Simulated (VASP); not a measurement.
# Pd in VASP: notebook, part 2 of 2

VASP 6.6.1. The steps go on from the part before.

## 3. Single point, LDA (zz strain of -1 %)

INCAR

```
SYSTEM = Pd
PREC     = Accurate       ! precision mode
ENCUT    = 520            ! plane-wave cutoff, eV
EDIFF    = 1E-6           ! SCF threshold, eV
ISMEAR   = -1             ! smearing method
SIGMA    = 0.05           ! smearing width, eV
LREAL    = .False.        ! projectors in reciprocal space
LASPH    = .True.         ! aspherical terms in the spheres
NELM     = 80             ! most SCF steps
ALGO     = Normal         ! electronic algorithm
ISIF     = 2              ! what is computed and relaxed
LWAVE    = .False.        ! write WAVECAR
LCHARG   = .True.         ! write CHGCAR
GGA      = CA             ! functional
LELF     = .True.         ! ELF
LVHAR    = .True.       
NBANDS   = 11             ! bands
```

KPOINTS

```
regular mesh
0
Gamma
  18 18 18
  0 0 0
```

POSCAR

```
Pd
1.0
    0.0000000000      1.9449000000      1.9254510000
    1.9449000000      0.0000000000      1.9254510000
    1.9449000000      1.9449000000      0.0000000000
Pd
1
Direct
    0.0000000000      0.0000000000      0.0000000000
```

Potentials or basis: VASP PAW LDA potentials, release 64 (Pd).

On the command line:

```
$ cat potpaw_LDA.64/Pd/POTCAR > POTCAR
$ mpirun -np 1 vasp_std > vasp.out
```

It took 48 s on 1 thread of Intel Xeon Platinum 8488C (Sapphire Rapids), shared host; peak memory 0.18 GiB.

Results (log left out):

```
Free energy            : -6.4994 eV
Pressure               : -5.9 GPa
Band gap on the k mesh : zero (band 5 reaches 10.14 eV, above the bottom of band 6 at 8.53 eV)
```

Stress tensor (GPa, compression positive):
```
-6.07  0.00  0.00
 0.00 -6.07  0.00
 0.00  0.00 -5.46
```

Levels at points of the mesh, in eV from the Fermi level:
```csv
k point,band 1,band 2,band 3,band 4,band 5,band 6,band 7,band 8,band 9,band 10
"(0.00, 0.00, 0.00)",-7.34,-2.97,-2.97,-2.87,-1.31,-1.20,17.13,21.84,21.84,22.08
"(0.50, 0.00, 0.00)",-5.46,-3.02,-2.93,-0.04,0.00,0.91,7.35,16.50,20.93,21.15
"(0.50, 0.50, 0.00)",-5.54,-5.26,-0.04,0.30,0.30,3.38,11.02,13.00,13.00,21.59
"(0.50, 0.00, 0.50)",-5.54,-5.26,-0.04,0.26,0.33,3.18,10.75,13.16,13.22,21.76
```

Caveat: the cell differs from its parent crystal (zz strain of -1 %).

## 4. Single point, LDA (zz strain of +2 %)

INCAR

```
SYSTEM = Pd
PREC = Accurate
ENCUT = 520
EDIFF = 1E-6
ISMEAR = -1
SIGMA = 0.05
LREAL = .False.
LASPH = .True.
NELM = 60
ALGO = Normal
ISIF = 2
LWAVE = .False.
LCHARG = .False.
GGA = CA
NBANDS = 11
```

KPOINTS is that of step 3.

POSCAR

```
Pd
1.0
    0.0000000000      1.9449000000      1.9837980000
    1.9449000000      0.0000000000      1.9837980000
    1.9449000000      1.9449000000      0.0000000000
Pd
1
Direct
    0.0000000000      0.0000000000      0.0000000000
```

Potentials or basis: VASP PAW LDA potentials, release 64 (Pd).

On the command line:

```
$ cat potpaw_LDA.64/Pd/POTCAR > POTCAR
$ mpirun -np 1 vasp_std > vasp.out
```

OUTCAR:

```text
SYSTEM = Pd
   PREC = Accurate
   ENCUT = 520
   EDIFF = 1E-6
   ISMEAR = -1
   LREAL = .False.
   LASPH = .True.
   NELM = 60
   ISIF = 2
   GGA = CA

 ion  position               nearest neighbor table
   1  0.000  0.000  0.000-

  LATTYP: Found a body centered tetragonal cell.
 ALAT       =     2.7505039575
 C/A-ratio  =     1.4424978336

  Lattice vectors:

 A1 = (  -1.9449000000,   0.0000000000,   1.9837980000)
 A2 = (   1.9449000000,   0.0000000000,   1.9837980000)
 A3 = (   0.0000000000,   1.9449000000,  -1.9837980000)

Analysis of symmetry for initial positions (statically):
=====================================================================
 Subroutine PRICEL returns:
 Original cell was already a primitive cell.

 Routine SETGRP: Setting up the symmetry group for a
 body centered tetragonal supercell.

 Subroutine GETGRP returns: Found 16 space group operations
 (whereof 16 operations were pure point group operations)
 out of a pool of 16 trial point group operations.

The static configuration has the point symmetry D_4h.

Analysis of symmetry for dynamics (positions and initial velocities):
[... 169 lines left out ...]
      2       6.3808      2.00000
      3       6.5684      2.00000
      4       6.5684      2.00000
      5       8.0056      2.00000
      6       8.2007      2.00000
      7      26.4293      0.00000
      8      30.7461      0.00000
      9      31.1893      0.00000
     10      31.1893      0.00000
     11      35.1333      0.00000
[... 309 lines left out ...]
 k-point    24 :      -0.2222    0.0556    0.0000
  band No.  band energies     occupation
      1       3.9033      2.00000
      2       6.2897      2.00000
      3       6.7492      2.00000
      4       6.9391      2.00000
      5       8.0197      2.00000
      6       8.4681      2.00000
      7      23.9830      0.00000
      8      27.3816      0.00000
      9      31.0960      0.00000
     10      33.6819      0.00000
     11      34.1415      0.00000

 [... further k-points ...]

------------------------ aborting loop because EDIFF is reached ----------------------------------------

  FORCE on cell =-STRESS in cart. coord.  units (eV):
  Direction    XX          YY          ZZ          XY          YZ          ZX
  --------------------------------------------------------------------------------------
  -------------------------------------------------------------------------------------
  Total       -1.0099092     -1.0099092     -1.1202104      0.0000000     -0.0000000     -0.0000000
  in kB     -107.8129433   -107.8129433   -119.5881583      0.0000000     -0.0000000     -0.0000000
  external PRESSURE =    -111.7380149 kB  Pullay stress =       0.0000000 kB

 VOLUME and BASIS-vectors are now :
 -----------------------------------------------------------------------------
  energy-cutoff  :      520.00
  volume of cell :       15.01
      direct lattice vectors                 reciprocal lattice vectors
     0.000000000  1.944900000  1.983798000    -0.257082626  0.257082626  0.252041791
     1.944900000  0.000000000  1.983798000     0.257082626 -0.257082626  0.252041791
     1.944900000  1.944900000  0.000000000     0.257082626  0.257082626 -0.252041791

 POSITION                                       TOTAL-FORCE (eV/Angst)
 -----------------------------------------------------------------------------------
      0.00000      0.00000      0.00000        -0.000000      0.000000      0.000000
 -----------------------------------------------------------------------------------
    total drift:                                0.000000      0.000000     -0.000000

  FREE ENERGIE OF THE ION-ELECTRON SYSTEM (eV)
  ---------------------------------------------------
  free  energy   TOTEN  =        -6.4753405251 eV

  energy  without entropy=       -6.4567715782  energy(sigma->0) =       -6.46605605
```

Wall time 33 s (1 thread of Intel Xeon Platinum 8488C (Sapphire Rapids), shared host); peak memory 0.19 GiB.

What came out:

| Item | Value |
| --- | --- |
| Free energy | -6.4753 eV |
| Pressure | -11.2 GPa |
| Band gap on the k mesh | zero (band 5 reaches 9.65 eV, above the bottom of band 6 at 8.08 eV) |

Caveat: the cell differs from its parent crystal (zz strain of +2 %).

## 5. Single point, LDA (volume scaled by 0.96)

INCAR, as its differences from that of step 4:

```diff
@@ -13,3 +13,2 @@
 LCHARG = .False.
-GGA = CA
 NBANDS = 11
```

KPOINTS is that of step 4.

POSCAR

```
Pd
1.0
    0.0000000000      1.9186143454      1.9186143454
    1.9186143454      0.0000000000      1.9186143454
    1.9186143454      1.9186143454      0.0000000000
Pd
1
Direct
    0.0000000000      0.0000000000      0.0000000000
```

On the command line:

```
$ cat potpaw_LDA.64/Pd/POTCAR > POTCAR
$ mpirun -np 1 vasp_std > vasp.out
```

It took 30 s on 1 thread of Intel Xeon 8259CL, shared host; peak memory 0.14 GiB.

The run converged. Its results:

* Free energy: -6.5068 eV
* Pressure: 0.6 GPa
* Band gap on the k mesh: zero (band 5 reaches 10.68 eV, above the bottom of band 6 at 8.97 eV)

Levels at points of the mesh, in eV from the Fermi level:
| k point | band 2 | band 3 | band 4 | band 5 | band 6 | band 7 | band 8 | band 9 |
| --- | --- | --- | --- | --- | --- | --- | --- | --- |
| (0.00, 0.00, 0.00) | -3.08 | -3.08 | -3.08 | -1.32 | -1.32 | 17.13 | 22.10 | 22.10 |
| (0.50, 0.00, 0.00) | -3.13 | -3.13 | -0.02 | -0.02 | 0.84 | 7.60 | 16.51 | 21.33 |
| (0.50, 0.50, 0.00) | -5.52 | -0.04 | 0.32 | 0.32 | 3.24 | 11.17 | 13.29 | 13.29 |

## 6. Single point, LDA (volume scaled by 0.99)

INCAR

```
PREC = Accurate
ENCUT = 520
EDIFF = 1E-6
ISMEAR = -1
SIGMA = 0.05
LREAL = F
LASPH = T
NELM = 100
ALGO = Normal
ISIF = 2
LWAVE = F
LCHARG = T
GGA = CA
LELF = T
LVHAR = T
NBANDS = 11
```

KPOINTS

```
Automatic mesh
0
Gamma
  18 18 18
```

POSCAR

```
Pd
1.0
    0.0000000000      1.9383952691      1.9383952691
    1.9383952691      0.0000000000      1.9383952691
    1.9383952691      1.9383952691      0.0000000000
Pd
1
Direct
    0.0000000000      0.0000000000      0.0000000000
```

Potentials or basis: VASP PAW LDA potentials, release 64 (Pd).

On the command line:

```
$ cat potpaw_LDA.64/Pd/POTCAR > POTCAR
$ mpirun -np 1 vasp_std > vasp.out
```

It took 34 s on 1 thread of Intel Xeon 8259CL, shared host; peak memory 0.14 GiB.

It converged, with:

| Property | Result |
| --- | --- |
| Free energy | -6.4996 eV |
| Pressure | -5.9 GPa |
| Band gap on the k mesh | zero (band 5 reaches 10.11 eV, above the bottom of band 6 at 8.49 eV) |

Levels at points of the mesh, in eV from the Fermi level:
```
           k point  band 3  band 4  band 5  band 6  band 7  band 8
(0.00, 0.00, 0.00)   -2.93   -2.93   -1.25   -1.25   17.13   21.92
(0.50, 0.00, 0.00)   -2.97   -0.02   -0.02    0.91    7.34   16.51
(0.50, 0.50, 0.00)   -0.04    0.30    0.30    3.24   10.84   13.13
```

## 7. Overview

| cell | gap on the mesh (eV) | pressure (GPa) |
| --- | --- | --- |
| a = 2.710, b = 2.710, c = 2.751 Å, angles 59.5, 59.5, 61.0°, 1 atom | none | -1.6 |
| a = 2.737, b = 2.737, c = 2.751 Å, angles 59.8, 59.8, 60.3°, 1 atom | none | -5.9 |
| a = 2.778, b = 2.778, c = 2.751 Å, angles 60.3, 60.3, 59.3°, 1 atom | none | -11.2 |
| a = 2.713 Å, angles 60.0°, 1 atom | none | 0.6 |
| a = 2.741 Å, angles 60.0°, 1 atom | none | -5.9 |

Alike in all rows: task single point; level LDA; potentials or basis VASP PAW LDA potentials, release 64 (Pd); no spin polarisation; k mesh 18 × 18 × 18; cutoff (eV) 520; smearing fermi-dirac 0.05 eV.

Total energies depend on the potentials used, so only differences within one code and one set of settings carry meaning.
